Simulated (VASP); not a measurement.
# NaCl (Pm-3m) in VASP: notebook

The runs below take NaCl through single point, with PBE, r2SCAN.

Everything below comes from runs of VASP 6.6.1. Logs are shortened: lines on timing, memory, paths and dates and some standing lists are left out, and cuts for length are marked.

### 1 The cell of the first run

It takes space group Pm-3m (No. 221, cubic). Conventional cell: a = 3.506 Å, b = 3.506 Å, c = 3.506 Å, α = 90.00°, β = 90.00°, γ = 90.00°. Na (site symmetry m-3m) has 8 Cl at 3.04 Å and 6 Na at 3.51 Å within 4.0 Å. Cl (site symmetry m-3m) has 8 Na at 3.04 Å and 6 Cl at 3.51 Å within 4.0 Å.

### 2 Single point, PBE

Input file INCAR:

```
SYSTEM = NaCl
PREC = Accurate
ENCUT = 520
EDIFF = 1E-6
ISMEAR = -1
SIGMA = 0.02
LREAL = .FALSE.
LASPH = .TRUE.
NELM = 80
ALGO = Normal
ISIF = 2
LWAVE = .FALSE.
LCHARG = .FALSE.
GGA = PE
NBANDS = 14
```

Input file KPOINTS:

```
Automatic mesh
0
G
  8 8 8
  0 0 0
```

Input file POSCAR:

```
NaCl
1.0
    3.5064772056      0.0000000000      0.0000000000
    0.0000000000      3.5064772056      0.0000000000
    0.0000000000      0.0000000000      3.5064772056
Na Cl
1 1
Direct
    0.0000000000      0.0000000000      0.0000000000
    0.5000000000      0.5000000000      0.5000000000
```

Potentials or basis: VASP PAW PBE potentials, release 64 (Na_pv, Cl).

Command:

```console
$ cat potpaw_PBE.64/Na_pv/POTCAR potpaw_PBE.64/Cl/POTCAR > POTCAR
$ mpirun -np 1 vasp_std > vasp.out
```

OUTCAR:

```text
SYSTEM = NaCl
   PREC = Accurate
   ENCUT = 520
   EDIFF = 1E-6
   ISMEAR = -1
   LREAL = .FALSE.
   LASPH = .TRUE.
   NELM = 80
   ISIF = 2
   GGA = PE

 ion  position               nearest neighbor table
   1  0.000  0.000  0.000-
   2  0.500  0.500  0.500-

  LATTYP: Found a simple cubic cell.
 ALAT       =     3.5064772056

  Lattice vectors:

 A1 = (   3.5064772056,   0.0000000000,   0.0000000000)
 A2 = (   0.0000000000,   3.5064772056,   0.0000000000)
 A3 = (   0.0000000000,   0.0000000000,   3.5064772056)

Analysis of symmetry for initial positions (statically):
=====================================================================
 Subroutine PRICEL returns:
 Original cell was already a primitive cell.

 Routine SETGRP: Setting up the symmetry group for a
 simple cubic supercell.

 Subroutine GETGRP returns: Found 48 space group operations
 (whereof 48 operations were pure point group operations)
 out of a pool of 48 trial point group operations.

The static configuration has the point symmetry O_h .

Analysis of symmetry for dynamics (positions and initial velocities):
=====================================================================
 Subroutine PRICEL returns:
 Original cell was already a primitive cell.

 Routine SETGRP: Setting up the symmetry group for a
 simple cubic supercell.

 Subroutine GETGRP returns: Found 48 space group operations
 (whereof 48 operations were pure point group operations)
 out of a pool of 48 trial point group operations.

The dynamic configuration has the point symmetry O_h .

 Subroutine INISYM returns: Found 48 space group operations
 (whereof 48 operations are pure point group operations),
 and found     1 'primitive' translations

----------------------------------------------------------------------------------------

                                     Primitive cell

  volume of cell :      43.1135

  direct lattice vectors                    reciprocal lattice vectors
     3.506477206  0.000000000  0.000000000     0.285186511  0.000000000  0.000000000
     0.000000000  3.506477206  0.000000000     0.000000000  0.285186511  0.000000000
     0.000000000  0.000000000  3.506477206     0.000000000  0.000000000  0.285186511

  length of vectors
     3.506477206  3.506477206  3.506477206     0.285186511  0.285186511  0.285186511

  position of ions in fractional coordinates (direct lattice)
     0.000000000  0.000000000  0.000000000
     0.500000000  0.500000000  0.500000000

  ion indices of the primitive-cell ions
   primitive index   ion index
                 1           1
                 2           2

----------------------------------------------------------------------------------------

 KPOINTS: Automatic mesh

Automatic generation of k-mesh.
 Grid dimensions read from file:
 generate k-points for:    8    8    8

 Generating k-lattice:

  Cartesian coordinates                     Fractional coordinates (reciprocal lattice)
     0.035648314  0.000000000  0.000000000     0.125000000  0.000000000  0.000000000
     0.000000000  0.035648314  0.000000000     0.000000000  0.125000000  0.000000000
     0.000000000  0.000000000  0.035648314     0.000000000  0.000000000  0.125000000

  Length of vectors
     0.035648314  0.035648314  0.035648314

  Shift w.r.t. Gamma in fractional coordinates (k-lattice)
     0.000000000  0.000000000  0.000000000

 Subroutine IBZKPT returns following result:
 ===========================================

 Found     35 irreducible k-points:

 Following reciprocal coordinates:
            Coordinates               Weight
  0.000000  0.000000  0.000000      1.000000
  0.125000  0.000000  0.000000      6.000000
  0.250000  0.000000  0.000000      6.000000
  0.375000  0.000000  0.000000      6.000000
  0.500000  0.000000  0.000000      3.000000
  0.125000  0.125000  0.000000     12.000000
[... 16 lines left out ...]
  0.375000  0.375000  0.125000     24.000000
  0.500000  0.375000  0.125000     24.000000
 [... further k-points ...]
   k-points           NKPTS =     35   k-points in BZ     NKDIM =     35   number of bands    NBANDS=     14
   number of dos      NEDOS =    301   number of ions     NIONS =      2
   total plane-waves  NPLWV =  21952
   dimension x,y,z NGX =    28 NGY =   28 NGZ =   28
   dimension x,y,z NGXF=    56 NGYF=   56 NGZF=   56
   ions per type =               1   1
   NGX,Y,Z   is equivalent  to a cutoff of  13.28, 13.28, 13.28 a.u.
   NGXF,Y,Z  is equivalent  to a cutoff of  26.55, 26.55, 26.55 a.u.
 SYSTEM =  NaCl
   PREC   = accura    normal or accurate (medium, high low for compatibility)
   ISTART =      0    job   : 0-new  1-cont  2-samecut
   ICHARG =      2    charge: 1-file 2-atom 10-const
   ISPIN  =      1    spin polarized calculation?
   LNONCOLLINEAR =      F non collinear calculations
   LSORBIT =      F    spin-orbit coupling
   LASPH  =      T    aspherical Exc in radial PAW
   ENCUT  =  520.0 eV  38.22 Ry    6.18 a.u.   6.52  6.52  6.52*2*pi/ulx,y,z
   NELM   =     80;   NELMIN=  2; NELMDL= -5     # of ELM steps
   EDIFF  = 0.1E-05   stopping-criterion for ELM
   LREAL  =      F    real-space projection
   EDIFFG = 0.1E-04   stopping-criterion for IOM
   NSW    =      0    number of steps for IOM
   IBRION =     -1    ionic relax: 0-MD 1-quasi-New 2-CG
   NFREE  =      0    steps in history (QN), initial steepest desc. (CG)
   ISIF   =      2    stress and relaxation
   ISYM   =      2    0-nonsym 1-usesym 2-fastsym
   POTIM  = 0.5000    time-step for ionic-motion
   TEBEG  =    0.0;   TEEND  =   0.0 temperature during run
   PSTRESS=    0.0 pullay stress
   NELECT =      14.0000    total number of electrons
   NUPDOWN=      -1.0000    fix difference up-down
   EMIN   =  10.00;   EMAX   =-10.00  energy-range for DOS
   EFERMI =   0.00;   METHOD = LEGACY
   ISMEAR =    -1;   SIGMA  =   0.02  broadening in eV -4-tet -1-fermi 0-gaus
   EFERMI_NEDOS =   21; number of points for ismear=-14 and -15
   IALGO  =     38    algorithm
   IMIX   =      4    mixing-type and parameters
     AMIX     =   0.40;   BMIX     =  1.00
     AMIX_MAG =   1.60;   BMIX_MAG =  1.00
  volume/ion in A,a.u.               =      21.56       145.47
  Fermi-wavevector in a.u.,A,eV,Ry     =   1.125243  2.126402 17.227327  1.266173
  Thomas-Fermi vector in A             =   2.261919
   LORBIT       =      0    0 simple, 1 ext, 2 COOP (PROOUT), +10 PAW based schemes
   GGA     = PE    functional components
   LHFCALC =     F    Hartree Fock is set to
   AEXX    =    0.0000 exact exchange contribution
   IVDW    =     0    specifies the selected vdW correction
   LEPSILON=     F    determine dielectric tensor
   LRPA    =     F    only Hartree local field effects (RPA)
 non-spin polarized calculation
  energy-cutoff  :      520.00
  volume of cell :       43.11
 maximum number of plane-waves:      1189
 NGX is ok and might be reduce to    28
   NGX = 13   NGY = 13   NGZ = 13

 number of electron      13.9999981 magnetization

 Free energy of the ion-electron system (eV)
  ---------------------------------------------------
  ext. energy  EPLUGINS =         0.00000000
  ---------------------------------------------------
  free energy    TOTEN  =        -6.46877329 eV

  energy without entropy =       -6.46877329  energy(sigma->0) =       -6.46877329

 E-fermi :   0.8065     XC(G=0):  -8.4168

 val. band max:        0.3989772679   @ k =   0.5000   0.5000   0.0000
 cond. band min:       4.3655935258   @ k =   0.0000   0.0000   0.0000
 fundamental gap:      3.9666162579
 Fermi energy:         0.8064642657

 k-point     1 :       0.0000    0.0000    0.0000
  band No.  band energies     occupation
      1     -21.6783      2.00000
      2     -21.6783      2.00000
      3     -21.6783      2.00000
      4     -12.9648      2.00000
      5      -0.0886      2.00000
      6      -0.0886      2.00000
      7      -0.0886      2.00000
      8       4.3656      0.00000
      9       8.9823      0.00000
     10       8.9823      0.00000
     11      16.0529      0.00000
     12      16.0531      0.00000
     13      16.0662      0.00000
     14      16.2992      0.00000

 k-point     2 :       0.1250    0.0000    0.0000
  band No.  band energies     occupation
      1     -21.6841      2.00000
      2     -21.6777      2.00000
      3     -21.6777      2.00000
      4     -12.9163      2.00000
      5      -0.5762      2.00000
      6      -0.0560      2.00000
      7      -0.0560      2.00000
      8       4.8118      0.00000
      9       9.1530      0.00000
     10       9.3081      0.00000
     11      14.7179      0.00000
     12      14.7179      0.00000
     13      15.6304      0.00000
     14      16.4171      0.00000

 k-point     3 :       0.2500    0.0000    0.0000
  band No.  band energies     occupation
      1     -21.6983      2.00000
      2     -21.6765      2.00000
      3     -21.6765      2.00000
      4     -12.7949      2.00000
      5      -1.5023      2.00000
      6       0.0249      2.00000
      7       0.0249      2.00000
      8       5.7184      0.00000
      9       9.6509      0.00000
     10       9.7697      0.00000
     11      13.4184      0.00000
     12      13.4184      0.00000
     13      15.4705      0.00000
     14      16.0584      0.00000
[... 324 lines left out ...]
 k-point    23 :       0.3750    0.3750    0.1250
  band No.  band energies     occupation
      1     -21.7055      2.00000
      2     -21.7043      2.00000
      3     -21.6774      2.00000
      4     -12.3943      2.00000
      5      -1.7197      2.00000
      6      -1.5888      2.00000
      7      -0.0145      2.00000
      8       6.7791      0.00000
      9       9.3805      0.00000
     10      10.4038      0.00000
     11      11.6129      0.00000
     12      13.6675      0.00000
     13      13.8991      0.00000
     14      17.2040      0.00000

 k-point    24 :       0.5000    0.3750    0.1250
  band No.  band energies     occupation
      1     -21.7101      2.00000
      2     -21.7038      2.00000
      3     -21.6768      2.00000
      4     -12.3514      2.00000
      5      -1.9001      2.00000
      6      -1.5534      2.00000
      7       0.0311      2.00000
      8       6.4769      0.00000
      9       9.7958      0.00000
     10      10.1459      0.00000
     11      11.4852      0.00000
     12      13.9217      0.00000
     13      13.9350      0.00000
     14      16.7530      0.00000

 [... further k-points ...]

------------------------ aborting loop because EDIFF is reached ----------------------------------------

  FORCE on cell =-STRESS in cart. coord.  units (eV):
  Direction    XX          YY          ZZ          XY          YZ          ZX
  --------------------------------------------------------------------------------------
  -------------------------------------------------------------------------------------
  Total       -0.0104295     -0.0104295     -0.0104295     -0.0000000     -0.0000000      0.0000000
  in kB       -0.3875804     -0.3875804     -0.3875804     -0.0000000     -0.0000000      0.0000000
  external PRESSURE =      -0.3875804 kB  Pullay stress =       0.0000000 kB

 VOLUME and BASIS-vectors are now :
 -----------------------------------------------------------------------------
  energy-cutoff  :      520.00
  volume of cell :       43.11
      direct lattice vectors                 reciprocal lattice vectors
     3.506477206  0.000000000  0.000000000     0.285186511  0.000000000  0.000000000
     0.000000000  3.506477206  0.000000000     0.000000000  0.285186511  0.000000000
     0.000000000  0.000000000  3.506477206     0.000000000  0.000000000  0.285186511

 POSITION                                       TOTAL-FORCE (eV/Angst)
 -----------------------------------------------------------------------------------
      0.00000      0.00000      0.00000         0.000000      0.000000      0.000000
      1.75324      1.75324      1.75324         0.000000      0.000000      0.000000
 -----------------------------------------------------------------------------------
    total drift:                               -0.000000      0.000000      0.000000

  FREE ENERGIE OF THE ION-ELECTRON SYSTEM (eV)
  ---------------------------------------------------
  free  energy   TOTEN  =        -6.4687732896 eV

  energy  without entropy=       -6.4687732896  energy(sigma->0) =       -6.46877329
```

It took 45 s on 1 thread of AMD EPYC 7R13, shared host; peak memory 0.13 GiB.

Results:

* Free energy: -6.4688 eV
* Pressure: 0.0 GPa
* Band gap on the k mesh: 3.97 eV, indirect (least direct gap 4.45 eV)

### 3 Single point, r2SCAN

This run uses another cell than the first one, of 20.70 Å³/atom, 0.960 times its volume.

Input file POSCAR:

```
NaCl
1.0
    3.4595452951      0.0000000000      0.0000000000
    0.0000000000      3.4595452951      0.0000000000
    0.0000000000      0.0000000000      3.4595452951
Na Cl
1 1
Direct
    0.0000000000      0.0000000000      0.0000000000
    0.5000000000      0.5000000000      0.5000000000
```

Input file INCAR.step1:

```
SYSTEM = NaCl
PREC = Accurate
ENCUT = 520
ISMEAR = 0
SIGMA = 0.01
LREAL = .FALSE.
LASPH = .TRUE.
NELM = 100
NBANDS = 14
GGA = PE
ALGO = Normal
EDIFF = 1E-4
LWAVE = .TRUE.
LCHARG = .FALSE.
```

Input file INCAR.step2:

```
SYSTEM = NaCl
PREC = Accurate
ENCUT = 520
EDIFF = 1E-6
ISMEAR = 0
SIGMA = 0.01
LREAL = .FALSE.
LASPH = .TRUE.
NELM = 100
ALGO = Normal
ISIF = 2
LWAVE = .FALSE.
LCHARG = .FALSE.
METAGGA = R2SCAN
LMIXTAU = .TRUE.
NBANDS = 14
ISTART = 1
```

KPOINTS is that of step 2.

Potentials or basis: VASP PAW PBE potentials, release 64 (Na_pv, Cl).

Command:

```console
$ cat potpaw_PBE.64/Na_pv/POTCAR potpaw_PBE.64/Cl/POTCAR > POTCAR
$ cp INCAR.step1 INCAR
$ mpirun -np 1 vasp_std > vasp.out
$ cp INCAR.step2 INCAR
$ mpirun -np 1 vasp_std > vasp.out
```

Wall time 3.1 min (1 thread of AMD EPYC 7R13, shared host); peak memory 0.13 GiB.

Results (log left out):

```
Free energy            : -13.4657 eV
Pressure               : -0.3 GPa
Band gap on the k mesh : 4.95 eV, indirect (least direct gap 5.49 eV)
```

Levels at points of the mesh, in eV from the valence-band top:
```csv
k point,band 3,band 4,band 5,band 6,band 7,band 8,band 9,band 10,band 11,band 12
"(0.00, 0.00, 0.00)",-22.80,-14.10,-0.54,-0.54,-0.54,4.95,9.14,9.14,16.80,16.80
"(0.50, 0.00, 0.00)",-22.79,-13.69,-3.13,-0.29,-0.29,7.82,9.79,11.24,12.73,12.73
"(0.50, 0.50, 0.00)",-22.79,-13.39,-2.44,-2.44,0.00,6.24,10.73,12.20,12.20,13.31
"(0.50, 0.50, 0.50)",-22.82,-13.08,-2.01,-2.01,-2.01,7.75,7.75,7.75,13.28,17.35
```

Caveat: the PAW data sets were made with another functional, which shifts forces and pressure a little.
